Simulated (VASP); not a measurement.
Here is a VASP 6.6.1 calculation.

File POSCAR:

```
LiH
1.0
    0.0000000000      2.0367500000      2.0367500000
    2.0367500000      0.0000000000      2.0367500000
    2.0367500000      2.0367500000      0.0000000000
Li H
1 1
Direct
    0.0000000000      0.0000000000      0.0000000000
    0.5000000000      0.5000000000      0.5000000000
```

INCAR.step1

```
ALGO = Normal
EDIFF = 1E-5
ENCUT = 650
GGA = PE
GGA_COMPAT = F
ISIF = 2
ISMEAR = -1
LASPH = T
LCHARG = F
LREAL = F
LWAVE = T
NBANDS = 9
NELM = 120
PREC = Accurate
SIGMA = 0.025
```

The input INCAR.step2:

```
AEXX = 0.25
ALGO = Normal
EDIFF = 1E-8
ENCUT = 650
GGA = PE
GGA_COMPAT = F
HFSCREEN = 0.3
ISIF = 2
ISMEAR = -1
ISTART = 1
LASPH = T
LCHARG = F
LEFG = T
LHFCALC = T
LREAL = F
LWAVE = F
NBANDS = 9
NELM = 120
PREC = Accurate
PRECFOCK = Normal
SIGMA = 0.025
```

The input KPOINTS:

```
k-points
0
Gamma
  7 7 7
```

Potentials or basis: VASP PAW PBE potentials, release 64 (Li_sv, H).

Launch:

```bash
$ cat potpaw_PBE.64/Li_sv/POTCAR potpaw_PBE.64/H/POTCAR > POTCAR
$ cp INCAR.step1 INCAR
$ mpirun -np 1 vasp_std > vasp.out
$ cp INCAR.step2 INCAR
$ mpirun -np 1 vasp_std > vasp.out
```

Question: What does it give for the band gap on the k mesh?

Answer: 4.30 eV.

Question: Predict the pressure.

Answer: -2.4 GPa.

Caveat: the PAW data sets were made with another functional, which shifts forces and pressure a little; an odd mesh through Γ misses points on the zone boundary, where band edges can lie.
